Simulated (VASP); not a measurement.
# TlCl (Pm-3m) in VASP: settings compared

TlCl is run at these levels: PBE, HSE06, HF, PBE-based screened hybrid with 10 % exact exchange; tasks: single point.

Everything below comes from runs of VASP 6.6.1. Logs are shortened: lines on timing, memory, paths and dates and some standing lists are left out, and cuts for length are marked.

### 1 The cell of the first run

It takes space group Pm-3m (No. 221, cubic). Conventional cell: a = 3.839 Å, b = 3.839 Å, c = 3.839 Å, α = 90.00°, β = 90.00°, γ = 90.00°. Within 4.4 Å of Tl (site symmetry m-3m) lie 8 Cl at 3.32 Å and 6 Tl at 3.84 Å. Cl (site symmetry m-3m) has 8 Tl at 3.32 Å and 6 Cl at 3.84 Å within 4.4 Å.

### 2 Single point, PBE

INCAR

```
PREC = Accurate
ENCUT = 500
EDIFF = 1E-6
ISMEAR = 0
SIGMA = 0.01
LREAL = False
LASPH = True
NELM = 120
ALGO = Normal
ISIF = 2
LWAVE = False
LCHARG = True
GGA = PE
LELF = True
LVHAR = True
NBANDS = 17
GGA_COMPAT = False
```

KPOINTS

```
regular mesh
0
Gamma
  4 4 4
```

POSCAR

```
TlCl
1.0
    3.8388256226      0.0000000000      0.0000000000
    0.0000000000      3.8388256226      0.0000000000
    0.0000000000      0.0000000000      3.8388256226
Tl Cl
1 1
Direct
    0.0000000000      0.0000000000      0.0000000000
    0.5000000000      0.5000000000      0.5000000000
```

Potentials or basis: VASP PAW PBE potentials, release 64 (Tl_d, Cl).

The run is started by

```console
> cat potpaw_PBE.64/Tl_d/POTCAR potpaw_PBE.64/Cl/POTCAR > POTCAR
> mpirun -np 1 vasp_std > vasp.out
```

OUTCAR:

```text
PREC = Accurate
   ENCUT = 500
   EDIFF = 1E-6
   ISMEAR = 0
   LREAL = False
   LASPH = True
   NELM = 120
   ISIF = 2
   GGA = PE

 ion  position               nearest neighbor table
   1  0.000  0.000  0.000-   2 3.32   2 3.32   2 3.32   2 3.32   2 3.32   2 3.32   2 3.32   2 3.32

   2  0.500  0.500  0.500-   1 3.32   1 3.32   1 3.32   1 3.32   1 3.32   1 3.32   1 3.32   1 3.32

  LATTYP: Found a simple cubic cell.
 ALAT       =     3.8388256226

  Lattice vectors:

 A1 = (   3.8388256226,   0.0000000000,   0.0000000000)
 A2 = (   0.0000000000,   3.8388256226,   0.0000000000)
 A3 = (   0.0000000000,   0.0000000000,   3.8388256226)

Analysis of symmetry for initial positions (statically):
=====================================================================
 Subroutine PRICEL returns:
 Original cell was already a primitive cell.

 Routine SETGRP: Setting up the symmetry group for a
 simple cubic supercell.

 Subroutine GETGRP returns: Found 48 space group operations
 (whereof 48 operations were pure point group operations)
 out of a pool of 48 trial point group operations.

The static configuration has the point symmetry O_h .

Analysis of symmetry for dynamics (positions and initial velocities):
=====================================================================
 Subroutine PRICEL returns:
 Original cell was already a primitive cell.

 Routine SETGRP: Setting up the symmetry group for a
 simple cubic supercell.

 Subroutine GETGRP returns: Found 48 space group operations
 (whereof 48 operations were pure point group operations)
 out of a pool of 48 trial point group operations.

The dynamic configuration has the point symmetry O_h .

 Subroutine INISYM returns: Found 48 space group operations
 (whereof 48 operations are pure point group operations),
 and found     1 'primitive' translations

----------------------------------------------------------------------------------------

                                     Primitive cell

  volume of cell :      56.5712

  direct lattice vectors                    reciprocal lattice vectors
     3.838825623  0.000000000  0.000000000     0.260496334  0.000000000  0.000000000
     0.000000000  3.838825623  0.000000000     0.000000000  0.260496334  0.000000000
     0.000000000  0.000000000  3.838825623     0.000000000  0.000000000  0.260496334

  length of vectors
[... 65 lines left out ...]
   ENCUT  =  500.0 eV  36.75 Ry    6.06 a.u.   7.00  7.00  7.00*2*pi/ulx,y,z
   NELM   =    120;   NELMIN=  2; NELMDL= -5     # of ELM steps
   EDIFF  = 0.1E-05   stopping-criterion for ELM
   LREAL  =      F    real-space projection
   EDIFFG = 0.1E-04   stopping-criterion for IOM
   NSW    =      0    number of steps for IOM
   IBRION =     -1    ionic relax: 0-MD 1-quasi-New 2-CG
   NFREE  =      0    steps in history (QN), initial steepest desc. (CG)
   ISIF   =      2    stress and relaxation
   ISYM   =      2    0-nonsym 1-usesym 2-fastsym
   POTIM  = 0.5000    time-step for ionic-motion
   TEBEG  =    0.0;   TEEND  =   0.0 temperature during run
   PSTRESS=    0.0 pullay stress
   NELECT =      20.0000    total number of electrons
   NUPDOWN=      -1.0000    fix difference up-down
   EMIN   =  10.00;   EMAX   =-10.00  energy-range for DOS
   EFERMI =   0.00;   METHOD = LEGACY
   ISMEAR =     0;   SIGMA  =   0.01  broadening in eV -4-tet -1-fermi 0-gaus
   EFERMI_NEDOS =   21; number of points for ismear=-14 and -15
   IALGO  =     38    algorithm
   IMIX   =      4    mixing-type and parameters
     AMIX     =   0.40;   BMIX     =  1.00
     AMIX_MAG =   1.60;   BMIX_MAG =  1.00
  volume/ion in A,a.u.               =      28.29       190.88
  Fermi-wavevector in a.u.,A,eV,Ry     =   1.157586  2.187520 18.231867  1.340004
  Thomas-Fermi vector in A             =   2.294196
   LORBIT       =      0    0 simple, 1 ext, 2 COOP (PROOUT), +10 PAW based schemes
   GGA     = PE    functional components
   LHFCALC =     F    Hartree Fock is set to
   AEXX    =    0.0000 exact exchange contribution
   IVDW    =     0    specifies the selected vdW correction
   LEPSILON=     F    determine dielectric tensor
   LRPA    =     F    only Hartree local field effects (RPA)
 non-spin polarized calculation
 Gauss-broadening in eV      SIGMA  =   0.01
  energy-cutoff  :      500.00
  volume of cell :       56.57
 maximum number of plane-waves:      1472
 NGX is ok and might be reduce to    28
   NGX = 13   NGY = 13   NGZ = 13

 number of electron      19.9999993 magnetization

 Free energy of the ion-electron system (eV)
  ---------------------------------------------------
  ext. energy  EPLUGINS =         0.00000000
  ---------------------------------------------------
  free energy    TOTEN  =        -5.99907241 eV

  energy without entropy =       -5.99907241  energy(sigma->0) =       -5.99907241

 E-fermi :   2.7634     XC(G=0):  -9.1182

 val. band max:        2.6803901263   @ k =   0.5000   0.0000   0.0000
 cond. band min:       4.7675125733   @ k =   0.5000   0.0000   0.0000
 fundamental gap:      2.0871224470
 Fermi energy:         2.7633564450

 k-point     1 :       0.0000    0.0000    0.0000
  band No.  band energies     occupation
      1     -11.0740      2.00000
      2      -7.2560      2.00000
      3      -7.2560      2.00000
      4      -7.0134      2.00000
      5      -7.0134      2.00000
      6      -7.0134      2.00000
[... 177 lines left out ...]
      4      -7.1926      2.00000
      5      -6.9446      2.00000
      6      -6.9446      2.00000
[... 9 lines left out ...]
     16      15.5103      0.00000
     17      19.7042      0.00000

------------------------ aborting loop because EDIFF is reached ----------------------------------------

  FORCE on cell =-STRESS in cart. coord.  units (eV):
  Direction    XX          YY          ZZ          XY          YZ          ZX
  --------------------------------------------------------------------------------------
  -------------------------------------------------------------------------------------
  Total        0.4249731      0.4249731      0.4249731      0.0000000      0.0000000     -0.0000000
  in kB       12.0358522     12.0358522     12.0358522      0.0000000      0.0000000     -0.0000000
  external PRESSURE =      12.0358522 kB  Pullay stress =       0.0000000 kB

 VOLUME and BASIS-vectors are now :
 -----------------------------------------------------------------------------
  energy-cutoff  :      500.00
  volume of cell :       56.57
      direct lattice vectors                 reciprocal lattice vectors
     3.838825623  0.000000000  0.000000000     0.260496334  0.000000000  0.000000000
     0.000000000  3.838825623  0.000000000     0.000000000  0.260496334  0.000000000
     0.000000000  0.000000000  3.838825623     0.000000000  0.000000000  0.260496334

 POSITION                                       TOTAL-FORCE (eV/Angst)
 -----------------------------------------------------------------------------------
      0.00000      0.00000      0.00000         0.000000      0.000000      0.000000
      1.91941      1.91941      1.91941         0.000000      0.000000      0.000000
 -----------------------------------------------------------------------------------
    total drift:                                0.000000      0.000000      0.000000

  FREE ENERGIE OF THE ION-ELECTRON SYSTEM (eV)
  ---------------------------------------------------
  free  energy   TOTEN  =        -5.9990724092 eV

  energy  without entropy=       -5.9990724092  energy(sigma->0) =       -5.99907241
```

stdout:

```text
POSCAR found type information on POSCAR TlCl
 POSCAR found :  2 types and       2 ions
 scaLAPACK will be used
 LDA part: xc-table for (Slater+PW92), standard interpolation
 POSCAR, INCAR and KPOINTS ok, starting setup
 FFT: planning ... GRIDC
 FFT: planning ... GRID_SOFT
 FFT: planning ... GRID
 WAVECAR not read
 entering main loop
```

Run time: 9.4 s. Hardware: 1 thread of AMD EPYC 7R43 (Zen 3), shared host; peak memory 0.12 GiB.

Results:

| Quantity | Value |
| --- | --- |
| Free energy | -5.9991 eV |
| Pressure | 1.2 GPa |
| Band gap on the k mesh | 2.09 eV |

Caveat: spin-orbit coupling is left out, which moves the levels of the heavy elements. A k mesh can miss the band edges.

### 3 Single point, HSE06

POSCAR is that of step 2.

INCAR.step1

```
SYSTEM = TlCl
PREC = Accurate
ENCUT = 400
EDIFF = 1E-5
ISMEAR = 0
SIGMA = 0.01
LREAL = .False.
LASPH = .True.
NELM = 120
ALGO = Normal
ISIF = 2
LWAVE = .True.
GGA = PE
NBANDS = 17
GGA_COMPAT = .False.
```

INCAR.step2

```
SYSTEM = TlCl
PREC = Accurate
ENCUT = 400
EDIFF = 1E-6
ISMEAR = 0
SIGMA = 0.01
LREAL = .False.
LASPH = .True.
NELM = 120
ALGO = Normal
ISIF = 2
LWAVE = .False.
LCHARG = .True.
GGA = PE
LHFCALC = .True.
HFSCREEN = 0.2079
PRECFOCK = Normal
LELF = .True.
LVHAR = .True.
ISTART = 1
NBANDS = 17
GGA_COMPAT = .False.
```

KPOINTS

```
Automatic mesh
0
Gamma
  4 4 4
  0 0 0
```

Potentials or basis: VASP PAW PBE potentials, release 64 (Tl_d, Cl).

The run is started by

```console
> cat potpaw_PBE.64/Tl_d/POTCAR potpaw_PBE.64/Cl/POTCAR > POTCAR
> cp INCAR.step1 INCAR
> mpirun -np 1 vasp_std > vasp.out
> cp INCAR.step2 INCAR
> mpirun -np 1 vasp_std > vasp.out
```

Wall time 7 min (1 thread of AMD EPYC 7R43 (Zen 3), shared host); peak memory 0.23 GiB.

The run converged. Its results:

- Free energy: -7.1646 eV
- Pressure: 0.8 GPa
- Band gap on the k mesh: 2.85 eV

Levels at points of the mesh, in eV from the valence-band top:
```csv
k point,band 7,band 8,band 9,band 10,band 11,band 12,band 13,band 14
"(0.00, 0.00, 0.00)",-4.70,-1.87,-1.87,-1.87,8.77,8.77,8.97,8.97
"(0.50, 0.00, 0.00)",-5.88,-1.43,-1.43,0.00,2.85,7.60,7.60,9.79
"(0.50, 0.50, 0.00)",-3.41,-3.41,-3.38,-1.37,5.82,5.82,9.41,9.66
"(0.50, 0.50, 0.50)",-2.43,-2.43,-2.43,-2.04,3.33,3.33,3.33,14.07
```

Caveat: the PAW data sets were made with another functional, which shifts forces and pressure a little; spin-orbit coupling is left out, which moves the levels of the heavy elements.

### 4 Single point, HF

POSCAR is that of step 3.

INCAR.step1

```
SYSTEM = TlCl
PREC = Accurate
ENCUT = 400
EDIFF = 1E-5
ISMEAR = 0
SIGMA = 0.01
LREAL = .FALSE.
LASPH = .TRUE.
NELM = 120
ALGO = Normal
ISIF = 2
LWAVE = .TRUE.
LCHARG = .FALSE.
NBANDS = 17
GGA = PE
GGA_COMPAT = .FALSE.
```

INCAR.step2

```
SYSTEM = TlCl
PREC = Accurate
ENCUT = 400
EDIFF = 1E-6
ISMEAR = 0
SIGMA = 0.01
LREAL = .FALSE.
LASPH = .TRUE.
NELM = 120
ALGO = Normal
ISIF = 2
LWAVE = .FALSE.
LCHARG = .FALSE.
GGA = PE
LHFCALC = .TRUE.
AEXX = 1.0
ALDAC = 0.0
AGGAC = 0.0
PRECFOCK = Normal
NBANDS = 17
ISTART = 1
GGA_COMPAT = .FALSE.
```

KPOINTS

```
Automatic mesh
0
G
  4 4 4
  0 0 0
```

The run is started by

```console
> cat potpaw_PBE.64/Tl_d/POTCAR potpaw_PBE.64/Cl/POTCAR > POTCAR
> cp INCAR.step1 INCAR
> mpirun -np 1 vasp_std > vasp.out
> cp INCAR.step2 INCAR
> mpirun -np 1 vasp_std > vasp.out
```

Run time: 8.6 min. Hardware: 1 thread of AMD EPYC 7R43 (Zen 3), shared host; peak memory 0.13 GiB.

It converged, with:

* Free energy: -12.3220 eV
* Pressure: 5.5 GPa
* Band gap on the k mesh: 8.34 eV

Levels at points of the mesh, in eV from the valence-band top:
```
           k point  band 8  band 9  band 10  band 11  band 12  band 13
(0.00, 0.00, 0.00)   -3.20   -3.20    -3.20    14.78    14.78    15.54
(0.50, 0.00, 0.00)   -2.70   -2.70     0.00     8.34    13.78    13.78
(0.50, 0.50, 0.00)   -4.93   -3.40    -2.63    11.73    11.73    15.59
(0.50, 0.50, 0.50)   -3.94   -3.94    -1.58     8.80     8.80     8.80
```

Caveat: the cell stands under pressure; the PAW data sets were made with another functional, which shifts forces and pressure a little; spin-orbit coupling is left out, which moves the levels of the heavy elements. A k mesh can miss the band edges.

### 5 Single point, PBE-based screened hybrid with 10 % exact exchange

POSCAR is that of step 4.

INCAR.step1

```
SYSTEM = TlCl
PREC     = Accurate       ! precision mode
ENCUT    = 400            ! plane-wave cutoff, eV
EDIFF    = 1E-5           ! SCF threshold, eV
ISMEAR   = 0              ! smearing method
SIGMA    = 0.01           ! smearing width, eV
LREAL    = .False.        ! projectors in reciprocal space
LASPH    = .True.         ! aspherical terms in the spheres
NELM     = 120            ! most SCF steps
ALGO     = Normal         ! electronic algorithm
ISIF     = 2              ! what is computed and relaxed
LWAVE    = .True.         ! write WAVECAR
NBANDS   = 17             ! bands
GGA      = PE             ! functional
GGA_COMPAT= .False.
```

INCAR.step2

```
SYSTEM = TlCl
PREC     = Accurate       ! precision mode
ENCUT    = 400            ! plane-wave cutoff, eV
EDIFF    = 1E-6           ! SCF threshold, eV
ISMEAR   = 0              ! smearing method
SIGMA    = 0.01           ! smearing width, eV
LREAL    = .False.        ! projectors in reciprocal space
LASPH    = .True.         ! aspherical terms in the spheres
NELM     = 120            ! most SCF steps
ALGO     = Normal         ! electronic algorithm
ISIF     = 2              ! what is computed and relaxed
LWAVE    = .False.        ! write WAVECAR
LCHARG   = .True.         ! write CHGCAR
GGA      = PE             ! functional
LHFCALC  = .True.         ! exact exchange
AEXX     = 0.1            ! exact-exchange fraction
HFSCREEN = 0.3            ! screening, 1/A
PRECFOCK = Normal       
LELF     = .True.         ! ELF
LVHAR    = .True.       
NBANDS   = 17             ! bands
ISTART   = 1            
GGA_COMPAT= .False.
```

KPOINTS

```
regular mesh
0
Gamma
  4 4 4
  0 0 0
```

The run is started by

```console
> cat potpaw_PBE.64/Tl_d/POTCAR potpaw_PBE.64/Cl/POTCAR > POTCAR
> cp INCAR.step1 INCAR
> mpirun -np 1 vasp_std > vasp.out
> cp INCAR.step2 INCAR
> mpirun -np 1 vasp_std > vasp.out
```

Wall time 6 min (1 thread of AMD EPYC 7R43 (Zen 3), shared host); peak memory 0.22 GiB.

The run converged. Its results:

```yaml
Free_energy: -6.3706 eV
Pressure: 1.0 GPa
Band_gap_on_the_k_mesh: 2.32 eV
```

Levels at points of the mesh, in eV from the valence-band top:
```tsv
k point	band 6	band 7	band 8	band 9	band 10	band 11	band 12	band 13	band 14	band 15
(0.00, 0.00, 0.00)	-10.17	-4.59	-1.63	-1.63	-1.63	8.13	8.13	8.17	8.17	8.17
(0.50, 0.00, 0.00)	-10.17	-5.58	-1.20	-1.20	0.00	2.32	6.89	6.89	9.11	11.85
(0.50, 0.50, 0.00)	-10.10	-3.36	-3.11	-3.11	-1.15	5.17	5.17	8.74	8.83	11.79
(0.50, 0.50, 0.50)	-10.10	-2.15	-2.15	-2.15	-2.12	2.78	2.78	2.78	13.23	13.23
```

Caveat: the PAW data sets were made with another functional, which shifts forces and pressure a little; spin-orbit coupling is left out, which moves the levels of the heavy elements. A k mesh can miss the band edges.

### 6 The runs side by side

| level | cutoff (eV) | grid for exact exchange (PRECFOCK) | share of exact exchange | screening parameter | gap on the mesh (eV) | pressure (GPa) |
| --- | --- | --- | --- | --- | --- | --- |
| PBE | 500 | - | - | - | 2.09 | 1.2 |
| HSE06 | 400 | Normal | 0.25 | 0.2079 1/Å | 2.85 | 0.8 |
| HF | 400 | Normal | 1 | - | 8.34 | 5.5 |
| PBE-based screened hybrid with 10 % exact exchange | 400 | Normal | 0.1 | 0.3 1/Å | 2.32 | 1.0 |

Alike in all rows: task single point; potentials or basis VASP PAW PBE potentials, release 64 (Tl_d, Cl); no spin polarisation; cell as given; k mesh 4 × 4 × 4; smearing gaussian 0.01 eV.

On the cell as given the gap runs from 2.09 eV (PBE) to 8.34 eV (HF). The pressure there spans 0.8 GPa (HSE06) to 5.5 GPa (HF); a positive pressure means that this level wants a larger cell, a negative one a smaller.

Caveats: spin-orbit coupling is left out, which moves the levels of the heavy elements; the PAW data sets were made with another functional, which shifts forces and pressure a little (at least some runs); the cell stands under pressure (at least some runs).

Absolute energies hang on the potentials; compare differences alone.
